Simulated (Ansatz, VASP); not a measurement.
# Hg: VASP beside Ansatz

```xyz
2
Lattice="0.0000 3.1954 3.1954 3.1954 0.0000 3.1954 3.1954 3.1954 0.0000" Properties=species:S:1:pos:R:3 pbc="T T T"
Hg   -0.7988   -0.7988   -0.7988
Hg    0.7988    0.7988    0.7988
```

Change from the starting cell: volume scaled by 0.9, LAPW.

Alike in both runs: task single point; functional PBEsol; k mesh 12 × 12 × 12; occupations fermi-dirac, width 0.05 eV; no spin polarisation.

|  | VASP | Ansatz |
| --- | --- | --- |
| version | VASP 6.6.1 | Ansatz 0.2.0 |
| potentials or method | VASP PAW PBE potentials, release 64 (Hg), cutoff 520 eV | all-electron LAPW, scalar-relativistic |

Ansatz gave:

- pressure (GPa): 2.5

Which values does VASP return?

Pressure (GPa): 2.9.

VASP's potentials were made for PBE, not for PBEsol. Ansatz ran all-electron here, and VASP with PAW potentials.

Spin-orbit coupling is off throughout.
